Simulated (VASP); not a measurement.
BN, 4 atoms in the cell. The structure is hexagonal, space group P6_3/mmc (No. 194). The conventional cell has a = 2.498 Å, b = 2.498 Å, c = 6.636 Å, α = 90.00°, β = 90.00°, γ = 120.00°. Within 1.9 Å of N (site symmetry -6m2) lie 3 B at 1.44 Å. Within 1.9 Å of B (site symmetry -6m2) lie 3 N at 1.44 Å. 

| Property | Result |
| --- | --- |
| Program | VASP 6.6.1 |
| Task | single point |
| Functional | RPBE |
| Potentials or basis | VASP PAW PBE potentials, release 64 (N, B) |
| Cutoff | 520 eV |
| k mesh | 12 × 12 × 4 |
| Occupations | fermi-dirac, width 0.05 eV |
| Spin | no spin polarisation |
| Dipole correction | no |
| Further INCAR settings | ALGO = Normal; EDIFF = 1e-07; NBANDS = 16 |

Potentials or basis: VASP PAW PBE potentials, release 64 (N, B).

The run is started by

```console
$ cat potpaw_PBE.64/N/POTCAR potpaw_PBE.64/B/POTCAR > POTCAR
$ mpirun -np 1 vasp_std > vasp.out
```

Hardware: 1 thread of AMD EPYC 7R43 64-Core Processor (Zen 3), on a shared host.

Problem. How long does it take, and how much memory?

Solution. Run time: 37 s on 1 thread of AMD EPYC 7R43 64-Core Processor (Zen 3) (shared host), peak memory 0.12 GiB. Counts: scf iterations 15, k points 57.
